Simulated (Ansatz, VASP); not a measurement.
# One calculation of PtSe2, two programs

```xyz
3
Lattice="0.0000 3.1452 3.1452 3.1452 0.0000 3.1452 3.1452 3.1452 0.0000" Properties=species:S:1:pos:R:3 pbc="T T T"
Pt    0.0000    0.0000    0.0000
Se    1.5726    1.5726    1.5726
Se    4.7179    4.7179    4.7179
```

Alike in both runs: task electric field gradients; functional PBE; k mesh 10 × 10 × 10; occupations fermi-dirac, width 0.05 eV; no spin polarisation.

|  | VASP | Ansatz |
| --- | --- | --- |
| version | VASP 6.6.1 | Ansatz 0.2.0 |
| potentials or method | VASP PAW PBE potentials, release 64 (Pt, Se), cutoff 520 eV | all-electron PAW with datasets made for the crystal, scalar-relativistic |

|  | VASP | Ansatz | Ansatz less VASP |
| --- | --- | --- | --- |
| pressure (GPa) | -0.1 | 0.0 | +0.06 |

Ansatz ran all-electron here, and VASP with PAW potentials.

Neither program's run includes spin-orbit coupling.
